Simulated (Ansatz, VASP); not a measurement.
## Two plane-wave programs on Si2Sn

The input POSCAR:

```
Si2Sn
1.0
    0.0000000000      3.2620088405      3.2620088405
    3.2620088405      0.0000000000      3.2620088405
    3.2620088405      3.2620088405      0.0000000000
Si Sn
2 1
Direct
    0.2500000000      0.2500000000      0.2500000000
    0.7500000000      0.7500000000      0.7500000000
    0.0000000000      0.0000000000      0.0000000000
```

The input INCAR.step1:

```
SYSTEM = Si2Sn
ALGO = Normal ; EDIFF = 1E-4
ENCUT = 600 ; GGA = PE
ISMEAR = 0 ; LASPH = .True.
LCHARG = .False. ; LREAL = .False.
LWAVE = .True. ; NELM = 60
PREC = Accurate ; SIGMA = 0.1
```

File INCAR.step2:

```
SYSTEM = Si2Sn
ALGO = Normal ; EDIFF = 1E-6
EDIFFG = -0.01 ; ENCUT = 600
IBRION = 2 ; ISIF = 3
ISMEAR = 0 ; ISTART = 1
LASPH = .True. ; LCHARG = .False.
LMIXTAU = .True. ; LREAL = .False.
LWAVE = .False. ; METAGGA = R2SCAN
NELM = 60 ; NSW = 100
PREC = Accurate ; SIGMA = 0.1
```

Contents of KPOINTS:

```
k-points
0
Gamma
  12 12 12
  0 0 0
```

Input for Ansatz:

```yaml
crystal:
  lattice:
    - [0.0, 3.2620088405, 3.2620088405]
    - [3.2620088405, 0.0, 3.2620088405]
    - [3.2620088405, 3.2620088405, 0.0]
  atoms:
    - { symbol: Si, position: [0.25, 0.25, 0.25] }
    - { symbol: Si, position: [0.75, 0.75, 0.75] }
    - { symbol: Sn, position: [0.0, 0.0, 0.0] }
basis:
  ecutwfc: 500
kpoints:
  mp_grid: { grid: [12, 12, 12] }
hamiltonian:
  xc: r2scan
scf:
  occupations: { method: gaussian, width: 0.1 }
output:
  forces: true
  stress: true
  eigenvalues: true
relax:
  adjacent_minimum: "off"
  f_tol: 0.01
  max_steps: 80
  cell: { stress_tol: 0.05 }
```

Alike in both runs: task relaxation of cell and atoms; functional r2SCAN; k mesh 12 × 12 × 12; occupations gaussian, width 0.1 eV; no spin polarisation.

```csv
,VASP,Ansatz
version,VASP 6.6.1,Ansatz 0.2.0
potentials or method,"VASP PAW PBE potentials, release 64 (Si, Sn_d), cutoff 600 eV","scalar-relativistic, plane waves, PAW"
valence electrons in the cell,22,22
```

VASP gave:

- gap on the k mesh at the Fermi level, each at its own relaxed structure (eV): none
- relaxed volume (Å³/atom): 23.07
- relaxed cell length with the largest relative difference (Å): 4.608

**Question.** What did Ansatz give for the same quantities?

**Answer.** gap on the k mesh at the Fermi level, each at its own relaxed structure (eV): none; relaxed volume (Å³/atom): 23.08; relaxed cell length with the largest relative difference (Å): 4.609.

VASP's potentials were made for PBE, not for r2SCAN. A gap of «none» marks a metal or a gap that the smearing closes.
